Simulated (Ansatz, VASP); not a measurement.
Sc in VASP and in Ansatz

```
Sc
1.0
     0.00000    2.27500    2.27500
     2.27500    0.00000    2.27500
     2.27500    2.27500    0.00000
Sc
1
Direct
  0.00000 0.00000 0.00000
```

Alike in both runs: functional PBEsol; k mesh 16 × 16 × 16; occupations gaussian, width 0.1 eV; no spin polarisation.

Ansatz relaxed the structure, and its values are those at the end. VASP's run is a single point on that final structure, the one shown.

|  | VASP | Ansatz |
| --- | --- | --- |
| version | VASP 6.6.1 | Ansatz 0.2.0 |
| potentials or method | VASP PAW PBE potentials, release 64 (Sc_sv), cutoff 520 eV | scalar-relativistic, plane waves, PAW |
| valence electrons in the cell | 11 | 11 |

```tsv
	VASP	Ansatz	Ansatz less VASP
gap on the k mesh at the Fermi level (eV)	none	none	-
pressure (GPa)	0.1	0.1	0.00
```

VASP's potentials were made for PBE, not for PBEsol. A gap of «none» marks a metal or a gap that the smearing closes.
